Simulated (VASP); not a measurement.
A run of VASP 6.6.1:

File INCAR:

```
SYSTEM = CdS
ALGO = Normal
DIPOL = 0.5 0.5 0.299
EDIFF = 1E-6
ENCUT = 470
GGA = PE
GGA_COMPAT = .FALSE.
IDIPOL = 3
ISIF = 2
ISMEAR = 0
LASPH = .TRUE.
LCHARG = .TRUE.
LDIPOL = .TRUE.
LELF = .TRUE.
LREAL = .FALSE.
LVACPOTAV = .TRUE.
LVHAR = .TRUE.
LWAVE = .FALSE.
NBANDS = 20
NELM = 120
NELMDL = -8
PREC = Accurate
SIGMA = 0.02
```

Contents of KPOINTS:

```
k-points
0
G
  6 6 1
  0 0 0
```

The input POSCAR:

```
CdS
1.0
    4.8124382240      0.0000000000      0.0000000000
    0.0000000000      4.3865950570      0.0000000000
    0.0000000000      0.0000000000     26.7429536000
Cd S
1 1
Direct
    0.5000000000      0.0000000000      0.3139923525
    0.5000000000      0.5000000000      0.2842960878
```

Potentials or basis: VASP PAW PBE potentials, release 64 (Cd_sv_GW, S).

Run with:

```console
$ cat potpaw_PBE.64/Cd_sv_GW/POTCAR potpaw_PBE.64/S/POTCAR > POTCAR
$ mpirun -np 1 vasp_std > vasp.out
```

Hardware: 1 thread of Intel(R) Xeon(R) Platinum 8488C (Sapphire Rapids) (shared host).

Problem. How long does it take, and how much memory?

Solution. Wall time 3.5 min on 1 thread of Intel(R) Xeon(R) Platinum 8488C (Sapphire Rapids), with other jobs on the host, peak memory 0.61 GiB. Counts: scf iterations 26, k points 16.
